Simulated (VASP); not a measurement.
# Lu2MnBr (P6/mmm) in VASP: single point with PBE

Aim: the single point of Lu2MnBr with PBE.

Everything below comes from runs of VASP 6.6.1. Logs are shortened: lines on timing, memory, paths and dates and some standing lists are left out, and cuts for length are marked.

## (1) The cell of the first run

Symmetry: P6/mmm, No. 191, hexagonal system. Conventional cell: a = 4.578 Å, b = 4.578 Å, c = 5.468 Å, α = 90.00°, β = 90.00°, γ = 120.00°. Lu (site symmetry -6m2) has 3 Br at 2.64 Å and 3 Lu at 2.64 Å within 3.5 Å. Mn (site symmetry 6/mmm) has 2 Br at 2.73 Å within 3.6 Å. Br (site symmetry 6/mmm) has 6 Lu at 2.64 Å and 2 Mn at 2.73 Å within 3.5 Å.

The cell was built from a structure type or drawn by symmetry, and may not be a known phase.

## (2) Single point, PBE, collinear spin, ferromagnetic start

File INCAR:

```
SYSTEM = Lu2MnBr
PREC = Accurate
ENCUT = 520
EDIFF = 1E-6
ISMEAR = 0
SIGMA = 0.1
LREAL = .False.
LASPH = .True.
NELM = 150
ALGO = Normal
ISIF = 2
LWAVE = .False.
LCHARG = .False.
ISPIN = 2
MAGMOM = 0 0 4 0
LORBIT = 11
LMAXMIX = 4
GGA = PE
NBANDS = 47
```

File KPOINTS:

```
Automatic mesh
0
Gamma
  6 6 4
  0 0 0
```

File POSCAR:

```
Lu2MnBr
1.0
    4.5782677300      0.0000000000      0.0000000000
   -2.2891338600      3.9648961600      0.0000000000
    0.0000000000      0.0000000000      5.4682623400
Lu Mn Br
2 1 1
Direct
    0.3333333300      0.6666666700      0.5000000000
    0.6666666700      0.3333333300      0.5000000000
    0.0000000000      0.0000000000      0.0000000000
    0.0000000000      0.0000000000      0.5000000000
```

Potentials or basis: VASP PAW PBE potentials, release 64 (Lu, Mn_pv, Br).

The run is started by

```sh
$ cat potpaw_PBE.64/Lu/POTCAR potpaw_PBE.64/Mn_pv/POTCAR potpaw_PBE.64/Br/POTCAR > POTCAR
$ mpirun -np 1 vasp_std > vasp.out
```

OUTCAR:

```text
SYSTEM = Lu2MnBr
   PREC = Accurate
   ENCUT = 520
   EDIFF = 1E-6
   ISMEAR = 0
   LREAL = .False.
   LASPH = .True.
   NELM = 150
   ISIF = 2
   ISPIN = 2
   LORBIT = 11
   GGA = PE

 ion  position               nearest neighbor table
   1  0.333  0.667  0.500-   4 2.64   2 2.64   2 2.64   4 2.64   4 2.64   2 2.64
   2  0.667  0.333  0.500-   4 2.64   1 2.64   1 2.64   4 2.64   4 2.64   1 2.64
   3  0.000  0.000  0.000-   4 2.73   4 2.73
   4  0.000  0.000  0.500-   1 2.64   2 2.64   1 2.64   2 2.64   2 2.64   1 2.64   3 2.73   3 2.73

  LATTYP: Found a hexagonal cell.
 ALAT       =     4.5782677300
 C/A-ratio  =     1.1943954925

  Lattice vectors:

 A1 = (   4.5782677300,   0.0000000000,   0.0000000000)
 A2 = (  -2.2891338600,   3.9648961600,   0.0000000000)
 A3 = (   0.0000000000,   0.0000000000,   5.4682623400)

Analysis of symmetry for initial positions (statically):
=====================================================================
 Subroutine PRICEL returns:
 Original cell was already a primitive cell.

 Routine SETGRP: Setting up the symmetry group for a
 hexagonal supercell.

 Subroutine GETGRP returns: Found 24 space group operations
 (whereof 24 operations were pure point group operations)
 out of a pool of 24 trial point group operations.

The static configuration has the point symmetry D_6h.

Analysis of symmetry for dynamics (positions and initial velocities):
=====================================================================
 Subroutine PRICEL returns:
 Original cell was already a primitive cell.

 Routine SETGRP: Setting up the symmetry group for a
 hexagonal supercell.

 Subroutine GETGRP returns: Found 24 space group operations
 (whereof 24 operations were pure point group operations)
 out of a pool of 24 trial point group operations.

The dynamic configuration has the point symmetry D_6h.

Analysis of structural, dynamic, and magnetic symmetry:
=====================================================================
 Subroutine PRICEL returns:
 Original cell was already a primitive cell.

 Routine SETGRP: Setting up the symmetry group for a
 hexagonal supercell.

 Subroutine GETGRP returns: Found 24 space group operations
 (whereof 24 operations were pure point group operations)
 out of a pool of 24 trial point group operations.

The overall configuration has the point symmetry D_6h.

 Subroutine INISYM returns: Found 24 space group operations
 (whereof 24 operations are pure point group operations),
 and found     1 'primitive' translations

----------------------------------------------------------------------------------------

                                     Primitive cell

  volume of cell :      99.2618

  direct lattice vectors                    reciprocal lattice vectors
     4.578267730  0.000000000  0.000000000     0.218423224  0.126106707  0.000000000
    -2.289133860  3.964896160  0.000000000     0.000000000  0.252213415  0.000000000
     0.000000000  0.000000000  5.468262340     0.000000000  0.000000000  0.182873450

  length of vectors
     4.578267730  4.578267728  5.468262340     0.252213415  0.252213415  0.182873450

  position of ions in fractional coordinates (direct lattice)
     0.333333330  0.666666670  0.500000000
     0.666666670  0.333333330  0.500000000
     0.000000000  0.000000000  0.000000000
     0.000000000  0.000000000  0.500000000

  ion indices of the primitive-cell ions
   primitive index   ion index
                 1           1
                 2           2
                 3           3
                 4           4

----------------------------------------------------------------------------------------

 KPOINTS: Automatic mesh

Automatic generation of k-mesh.
 Grid dimensions read from file:
 generate k-points for:    6    6    4

 Generating k-lattice:

  Cartesian coordinates                     Fractional coordinates (reciprocal lattice)
     0.036403871  0.021017785  0.000000000     0.166666667  0.000000000  0.000000000
     0.000000000  0.042035569  0.000000000     0.000000000  0.166666667  0.000000000
     0.000000000  0.000000000  0.045718363     0.000000000  0.000000000  0.250000000

  Length of vectors
     0.042035569  0.042035569  0.045718363

  Shift w.r.t. Gamma in fractional coordinates (k-lattice)
     0.000000000  0.000000000  0.000000000

 Subroutine IBZKPT returns following result:
 ===========================================

 Found     21 irreducible k-points:

 Following reciprocal coordinates:
            Coordinates               Weight
  0.000000  0.000000  0.000000      1.000000
  0.166667  0.000000  0.000000      6.000000
  0.333333  0.000000  0.000000      6.000000
  0.500000  0.000000  0.000000      3.000000
  0.166667  0.166667  0.000000      6.000000
  0.333333  0.166667  0.000000     12.000000
[... 13 lines left out ...]
  0.333333  0.166667  0.500000     12.000000
  0.333333  0.333333  0.500000      2.000000
   k-points           NKPTS =     21   k-points in BZ     NKDIM =     21   number of bands    NBANDS=     47
   number of dos      NEDOS =    301   number of ions     NIONS =      4
   total plane-waves  NPLWV =  54432
   dimension x,y,z NGX =    36 NGY =   36 NGZ =   42
   dimension x,y,z NGXF=    72 NGYF=   72 NGZF=   84
   ions per type =               2   1   1
   NGX,Y,Z   is equivalent  to a cutoff of  13.07, 13.07, 12.77 a.u.
   NGXF,Y,Z  is equivalent  to a cutoff of  26.14, 26.14, 25.54 a.u.
 SYSTEM =  Lu2MnBr
   PREC   = accura    normal or accurate (medium, high low for compatibility)
   ISTART =      0    job   : 0-new  1-cont  2-samecut
   ICHARG =      2    charge: 1-file 2-atom 10-const
   ISPIN  =      2    spin polarized calculation?
   LNONCOLLINEAR =      F non collinear calculations
   LSORBIT =      F    spin-orbit coupling
   LASPH  =      T    aspherical Exc in radial PAW
   ENCUT  =  520.0 eV  38.22 Ry    6.18 a.u.   8.51  8.51 10.17*2*pi/ulx,y,z
   NELM   =    150;   NELMIN=  2; NELMDL= -5     # of ELM steps
   EDIFF  = 0.1E-05   stopping-criterion for ELM
   LREAL  =      F    real-space projection
   EDIFFG = 0.1E-04   stopping-criterion for IOM
   NSW    =      0    number of steps for IOM
   IBRION =     -1    ionic relax: 0-MD 1-quasi-New 2-CG
   NFREE  =      0    steps in history (QN), initial steepest desc. (CG)
   ISIF   =      2    stress and relaxation
   ISYM   =      2    0-nonsym 1-usesym 2-fastsym
   POTIM  = 0.5000    time-step for ionic-motion
   TEBEG  =    0.0;   TEEND  =   0.0 temperature during run
   PSTRESS=    0.0 pullay stress
   NELECT =      70.0000    total number of electrons
   NUPDOWN=      -1.0000    fix difference up-down
   EMIN   =  10.00;   EMAX   =-10.00  energy-range for DOS
   EFERMI =   0.00;   METHOD = LEGACY
   ISMEAR =     0;   SIGMA  =   0.10  broadening in eV -4-tet -1-fermi 0-gaus
   EFERMI_NEDOS =   21; number of points for ismear=-14 and -15
   IALGO  =     38    algorithm
   IMIX   =      4    mixing-type and parameters
     AMIX     =   0.40;   BMIX     =  1.00
     AMIX_MAG =   1.60;   BMIX_MAG =  1.00
  volume/ion in A,a.u.               =      24.82       167.46
  Fermi-wavevector in a.u.,A,eV,Ry     =   1.457181  2.753672 28.890277  2.123375
  Thomas-Fermi vector in A             =   2.574012
   LORBIT       =     11    0 simple, 1 ext, 2 COOP (PROOUT), +10 PAW based schemes
   GGA     = PE    functional components
   LHFCALC =     F    Hartree Fock is set to
   AEXX    =    0.0000 exact exchange contribution
   IVDW    =     0    specifies the selected vdW correction
   LEPSILON=     F    determine dielectric tensor
   LRPA    =     F    only Hartree local field effects (RPA)
 spin polarized calculation
 Gauss-broadening in eV      SIGMA  =   0.10
  energy-cutoff  :      520.00
  volume of cell :       99.26
 maximum number of plane-waves:      2691
 NGX is ok and might be reduce to    36
   NGX = 17   NGY = 17   NGZ = 21

 number of electron      69.9999988 magnetization       3.2737107

 Free energy of the ion-electron system (eV)
  ---------------------------------------------------
  ext. energy  EPLUGINS =         0.00000000
  ---------------------------------------------------
  free energy    TOTEN  =       -13.14341517 eV

  energy without entropy =      -13.11953549  energy(sigma->0) =      -13.13147533

 E-fermi :   3.7505     XC(G=0): -10.2449

 val. band max:        3.7483222497   @ k =   0.3333   0.1667   0.2500
 cond. band min:       3.7631724488   @ k =   0.3333   0.0000   0.0000
 fundamental gap:      0.0148501991
 Fermi energy:         3.7504908082

 spin component 1

 k-point     1 :       0.0000    0.0000    0.0000
  band No.  band energies     occupation
      1     -52.9783      1.00000
      2     -52.5944      1.00000
      3     -46.7270      1.00000
      4     -46.7270      1.00000
      5     -46.6355      1.00000
      6     -24.6112      1.00000
[... 39 lines left out ...]
     46       9.3206      0.00000
     47       9.3206      0.00000
[... 958 lines left out ...]
      6     -25.0054      1.00000
[... 39 lines left out ...]
     46       7.8561      0.00000
     47      10.5811      0.00000
 Fermi energy:         3.7504908082

 spin component 2

 k-point     1 :       0.0000    0.0000    0.0000
  band No.  band energies     occupation
      1     -53.0725      1.00000
      2     -52.6846      1.00000
      3     -42.5703      1.00000
      4     -42.4248      1.00000
      5     -42.4248      1.00000
      6     -24.7558      1.00000
[... 39 lines left out ...]
     46       9.9707      0.00000
     47       9.9707      0.00000
[... 998 lines left out ...]
     46       7.9715      0.00000
     47      10.2581      0.00000

------------------------ aborting loop because EDIFF is reached ----------------------------------------

  FORCE on cell =-STRESS in cart. coord.  units (eV):
  Direction    XX          YY          ZZ          XY          YZ          ZX
  --------------------------------------------------------------------------------------
  -------------------------------------------------------------------------------------
  Total       14.9018040     14.9018040     -5.7801499      0.0000000      0.0000000      0.0000000
  in kB      240.5287989    240.5287990    -93.2969262      0.0000003      0.0000000      0.0000000
  external PRESSURE =     129.2535572 kB  Pullay stress =       0.0000000 kB

 VOLUME and BASIS-vectors are now :
 -----------------------------------------------------------------------------
  energy-cutoff  :      520.00
  volume of cell :       99.26
      direct lattice vectors                 reciprocal lattice vectors
     4.578267730  0.000000000  0.000000000     0.218423224  0.126106707  0.000000000
    -2.289133860  3.964896160  0.000000000     0.000000000  0.252213415  0.000000000
     0.000000000  0.000000000  5.468262340     0.000000000  0.000000000  0.182873450

 POSITION                                       TOTAL-FORCE (eV/Angst)
 -----------------------------------------------------------------------------------
     -0.00000      2.64326      2.73413         0.000000     -0.000000      0.000000
      2.28913      1.32163      2.73413        -0.000000      0.000000     -0.000000
      0.00000      0.00000      0.00000        -0.000000      0.000000      0.000000
      0.00000      0.00000      2.73413        -0.000000      0.000000      0.000000
 -----------------------------------------------------------------------------------
    total drift:                               -0.000000      0.000000      0.000000

  FREE ENERGIE OF THE ION-ELECTRON SYSTEM (eV)
  ---------------------------------------------------
  free  energy   TOTEN  =       -13.1434151661 eV

  energy  without entropy=      -13.1195354864  energy(sigma->0) =      -13.13147533

 total charge

# of ion       s       p       d       f       tot
--------------------------------------------------
    1        2.327   6.055   1.421  14.013  23.816
    2        2.327   6.055   1.421  14.013  23.816
    3        0.229   6.088   4.956   0.000  11.274
    4        1.620   3.191   0.220   0.000   5.032
--------------------------------------------------
tot          6.503  21.389   8.019  28.025  63.937

 magnetization (x)

# of ion       s       p       d       f       tot
--------------------------------------------------
    1       -0.035  -0.020  -0.242  -0.004  -0.301
    2       -0.035  -0.020  -0.242  -0.004  -0.301
    3        0.069   0.022   3.931   0.000   4.022
    4        0.000  -0.008  -0.015   0.000  -0.022
--------------------------------------------------
tot         -0.000  -0.027   3.433  -0.008   3.398
```

Wall time 4.3 min (1 thread of AMD EPYC 7R13 (Zen 3), shared host); peak memory 0.34 GiB.

Results:

| Item | Value |
| --- | --- |
| Free energy | -13.1434 eV |
| Pressure | 12.9 GPa |
| Net moment | 3.27 μB per cell |
| Site moments | Lu -0.30; Mn +4.02; Br -0.02 μB |
| Valence electrons inside the program's atomic spheres | Lu 23.82; Mn 11.27; Br 5.03 |

Levels at points of the mesh, in eV from the Fermi level:
Spin up:
```csv
k point,band 33,band 34,band 35,band 36,band 37,band 38,band 39,band 40,band 41,band 42
"(0.00, 0.00, 0.00)",-2.89,-2.83,-2.83,-0.11,0.74,0.74,2.39,2.39,3.10,3.10
"(0.50, 0.00, 0.00)",-2.94,-2.71,-1.76,-1.03,-0.90,-0.13,1.16,1.78,2.07,3.03
"(0.00, 0.00, 0.50)",-2.64,-2.64,-1.21,-0.13,0.43,0.73,0.73,1.89,1.89,2.43
"(0.50, 0.00, 0.50)",-2.66,-2.51,-1.73,-1.03,-0.90,1.11,1.31,1.66,2.03,2.92
```
Spin down:
```csv
k point,band 32,band 33,band 34,band 35,band 36,band 37
"(0.00, 0.00, 0.00)",0.10,0.10,0.25,0.25,0.77,0.77
"(0.50, 0.00, 0.00)",-1.05,-0.66,-0.59,0.65,0.88,1.14
"(0.00, 0.00, 0.50)",-0.30,-0.30,0.33,0.82,0.82,1.51
"(0.50, 0.00, 0.50)",-1.01,-0.29,-0.10,0.52,1.09,1.16
```

Caveat: the cell stands under pressure; spin-orbit coupling is left out, which moves the levels of the heavy elements.
